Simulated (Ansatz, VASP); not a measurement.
## Os: VASP beside Ansatz

```
Os
1.0
     2.71732    0.00000    0.00000
    -1.35866    2.35327    0.00000
     0.00000    0.00000    8.72485
Os
4
Direct
  0.00000 0.00000 0.00000
  0.00000 0.00000 0.50000
  0.33333 0.66667 0.25000
  0.66667 0.33333 0.75000
```

Alike in both runs: functional PBEsol; k mesh 13 × 13 × 4; occupations fermi-dirac, width 0.1 eV; no spin polarisation.

Ansatz relaxed the structure, and its values are those at the end. VASP's run is a single point on that final structure, the one shown.

|  | VASP | Ansatz |
| --- | --- | --- |
| version | VASP 6.6.1 | Ansatz 0.2.0 |
| potentials or method | VASP PAW PBE potentials, release 64 (Os), cutoff 520 eV | plane waves (420 eV) with PAW, scalar-relativistic |
| valence electrons in the cell | 32 | 64 |

```csv
,VASP,Ansatz,Ansatz less VASP
pressure (GPa),0.5,0.0,-0.48
```

VASP's potentials were made for PBE, not for PBEsol, and Ansatz warns of the same on its side. VASP's potentials hold 32 valence electrons a cell and Ansatz's 64, so a difference there can come from the potentials and not from the codes.

Neither program's run includes spin-orbit coupling.
